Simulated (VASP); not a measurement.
Ti, 1 atom in the cell. Symmetry: Im-3m, No. 229, cubic system. Conventional cell: a = 3.273 Å, b = 3.273 Å, c = 3.273 Å, α = 90.00°, β = 90.00°, γ = 90.00°. Within 3.7 Å of Ti (site symmetry m-3m) lie 14 Ti at 2.83 to 3.27 Å. This isn't the form of Ti at room conditions, which is hcp.

* Program: VASP 6.6.1
* Task: electric field gradients
* Functional: r2SCAN
* Potentials or basis: VASP PAW PBE potentials, release 64 (Ti_sv)
* Cutoff: 520 eV
* k mesh: 18 × 18 × 18
* Occupations: fermi-dirac, width 0.05 eV
* Spin: no spin polarisation
* Dipole correction: no
* Further INCAR settings: ALGO = Normal; EDIFF = 1e-08; NBANDS = 12

Potentials or basis: VASP PAW PBE potentials, release 64 (Ti_sv).

Launch:

```bash
$ cat potpaw_PBE.64/Ti_sv/POTCAR > POTCAR
$ cp INCAR.step1 INCAR
$ mpirun -np 1 vasp_std > vasp.out
$ cp INCAR.step2 INCAR
$ mpirun -np 1 vasp_std > vasp.out
```

Hardware: 1 thread of Intel Xeon 8259CL, on a shared host.

Question: How long does it take, and how much memory?

Answer: It took 4.7 min on 1 thread of Intel Xeon 8259CL (shared host), peak memory 0.17 GiB. Counts: k points 195.
